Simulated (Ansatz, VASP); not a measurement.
BeS: VASP beside Ansatz

```
Be S
1.0
     0.00000    2.41338    2.41338
     2.41338    0.00000    2.41338
     2.41338    2.41338    0.00000
Be S
1 1
Direct
  0.00000 0.00000 0.00000
  0.25000 0.25000 0.25000
```

Alike in both runs: task single point; functional PBE; k mesh 8 × 8 × 8; no spin polarisation.

|  | VASP | Ansatz |
| --- | --- | --- |
| version | VASP 6.6.1 | Ansatz 0.2.0 |
| potentials or method | VASP PAW PBE potentials, release 64 (Be, S) | plane waves, PAW |
| plane-wave cutoff (eV) | 520 | 420 |
| occupations | gaussian, width 0.01 eV | fixed |
| valence electrons in the cell | 8 | 8 |

```tsv
	VASP	Ansatz	Ansatz less VASP
gap on the k mesh at the Fermi level (eV)	3.08	3.08	-0.001
pressure (GPa)	3.0	3.0	-0.01
```
